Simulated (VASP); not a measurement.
Here is a VASP 6.6.1 calculation.

File POSCAR:

```
Cd7SnS8
1.0
    8.2470030000      0.0000000000      0.0000000000
    0.0000000000      7.1421140000      0.0000000000
    0.0000000000      0.0000000000      6.7106280000
Cd Sn S
7 1 8
Direct
    0.2544570000      0.1680500000      0.4961210000
    0.9980520000      0.6681530000      0.5038740000
    0.7509760000      0.1639450000      0.5009020000
    0.9993570000      0.3335620000      0.9947910000
    0.4986560000      0.3336140000      0.9991130000
    0.2501120000      0.8296300000      0.0004270000
    0.7425570000      0.8346440000      0.0008320000
    0.4991710000      0.6673840000      0.4962970000
    0.0011640000      0.3295390000      0.3707710000
    0.4977730000      0.3316430000      0.3804210000
    0.2518390000      0.8379080000      0.3763120000
    0.7492380000      0.8309820000      0.3788720000
    0.2488400000      0.1676370000      0.8774890000
    0.9994100000      0.6664550000      0.8781760000
    0.7501280000      0.1629870000      0.8804880000
    0.5038290000      0.6648090000      0.8726940000
```

The input INCAR.step1:

```
SYSTEM = Cd7SnS8
  PREC = Accurate
  ENCUT = 520
  ISMEAR = -1
  SIGMA = 0.05
  LREAL = Auto
  LASPH = .True.
  NELM = 80
  NBANDS = 87
  NELECT = 144.0
  ISYM = 0
  GGA = PE
  ALGO = Normal
  EDIFF = 1E-4
  LWAVE = .True.
  LCHARG = .False.
```

INCAR.step2

```
SYSTEM = Cd7SnS8
  PREC = Accurate
  ENCUT = 520
  EDIFF = 1E-6
  ISMEAR = -1
  SIGMA = 0.05
  LREAL = Auto
  LASPH = .True.
  NELM = 80
  ALGO = Normal
  ISIF = 2
  LWAVE = .False.
  LCHARG = .True.
  METAGGA = R2SCAN
  LMIXTAU = .True.
  LELF = .True.
  LVHAR = .True.
  NBANDS = 87
  NELECT = 144.0
  ISYM = 0
  ISTART = 1
```

The input KPOINTS:

```
Automatic mesh
0
Gamma
  1 1 1
  0.25 0.25 0.25
```

Potentials or basis: VASP PAW PBE potentials, release 64 (Cd, Sn_d, S).

Run with:

```bash
$ cat potpaw_PBE.64/Cd/POTCAR potpaw_PBE.64/Sn_d/POTCAR potpaw_PBE.64/S/POTCAR > POTCAR
$ cp INCAR.step1 INCAR
$ mpirun -np 1 vasp_std > vasp.out
$ cp INCAR.step2 INCAR
$ mpirun -np 1 vasp_std > vasp.out
```

What does it give for the largest force?

1.465 eV/Å.

Forces in eV/Å, atoms in the order of the input:
```
Cd  -0.879  0.348  0.759
Cd   0.223 -0.848  0.356
Cd   0.536  0.480  0.509
Cd  -0.006 -0.047 -0.019
Cd   0.032 -0.649 -0.367
Cd  -0.392  0.389 -0.608
Cd   0.861  0.186 -0.376
Sn  -0.041 -0.213  0.367
S   -0.073  0.096  0.283
S    0.448  1.394 -0.048
S    0.895 -0.818  0.278
S   -1.074 -0.445  0.075
S    0.307 -0.277 -0.089
S   -0.139  0.277  0.089
S   -0.308  0.155 -0.147
S   -0.389 -0.026 -1.064
```

Caveat: the k points lie up to 0.94 Å⁻¹ apart; the cell carries a net charge on a neutralising background, which shifts energy and pressure; the PAW data sets were made with another functional, which shifts forces and pressure a little.
